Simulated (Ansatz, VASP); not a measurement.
# CdTe in VASP and in Ansatz

```
Te Cd
1.0
     0.00000    3.20500    3.20500
     3.20500    0.00000    3.20500
     3.20500    3.20500    0.00000
Te Cd
1 1
Direct
  0.75000 0.75000 0.75000
  0.00000 0.00000 0.00000
```

Alike in both runs: functional HSE06; k mesh 4 × 4 × 4; occupations fermi-dirac, width 0.05 eV; no spin polarisation.

|  | VASP | Ansatz |
| --- | --- | --- |
| version | VASP 6.6.1 | Ansatz 0.2.0 |
| potentials or method | VASP PAW PBE potentials, release 64 (Te, Cd) | Ansatz PAW |
| plane-wave cutoff (eV) | 520 | 420 |
| valence electrons in the cell | 18 | 36 |
| task | single point | band structure |

```tsv
	VASP	Ansatz	Ansatz less VASP
gap on the k mesh at the Fermi level (eV)	1.67	1.77	+0.092
least direct gap on the mesh (eV)	1.67	1.77	+0.092
pressure (GPa)	3.5	3.5	+0.02
```

The functional is the same, so the differences come from potentials, cutoffs and numerics. VASP's potentials hold 18 valence electrons a cell and Ansatz's 36, so a difference there can come from the potentials and not from the codes.

The k mesh is coarse, so the values compare programs but aren't converged. Neither program's run includes spin-orbit coupling.
